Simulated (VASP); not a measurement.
TiSi2:

```
Ti Si
1.0
    -1.47287    1.71213    4.21208
     1.47287   -1.71213    4.21208
     1.47287    1.71213   -4.21208
Ti Si
1 2
Direct
  0.00000 0.00000 0.00000
  0.67008 0.67008 0.00000
  0.32992 0.32992 0.00000
```

- Program: VASP 6.6.1
- Task: relaxation of cell and atoms
- Functional: LDA
- Potentials or basis: VASP PAW LDA potentials, release 64 (Ti_sv, Si)
- Cutoff: 600 eV
- k mesh: 12 × 12 × 12
- Occupations: fermi-dirac, width 0.05 eV
- Spin: no spin polarisation

At the start: pressure -6.4 GPa; volume 14.16 Å³/atom.

**Question.** How do energy, volume and symmetry change on relaxing?

**Answer.** Over 9 steps the energy falls by 13.5 meV/atom and the volume is 13.54 Å³/atom (-4.4 %); space group Immm (No. 71, to 0.1 Å) before and after.

The path:
```csv
step,energy change (eV),largest force (eV/Å),pressure (GPa),volume (Å³)
1,0.0000,0.1100,-6.42,42.49
2,-0.0113,0.0018,6.38,39.09
3,-0.0403,0.0528,0.00,40.60
4,-0.0403,0.0515,0.14,40.56
5,-0.0405,0.0295,0.14,40.57
6,-0.0406,0.0018,0.13,40.58
7,-0.0406,0.0005,0.12,40.58
8,-0.0406,0.0012,-0.15,40.65
9,-0.0406,0.0008,0.00,40.61
```

Final structure:
```
CELL_PARAMETERS angstrom
-1.45355 1.68853 4.13639
1.45355 -1.68853 4.13639
1.45355 1.68853 -4.13639
ATOMIC_POSITIONS crystal
Ti 0.00000 0.00000 0.00000
Si 0.66907 0.66907 0.00000
Si 0.33093 0.33093 0.00000
```
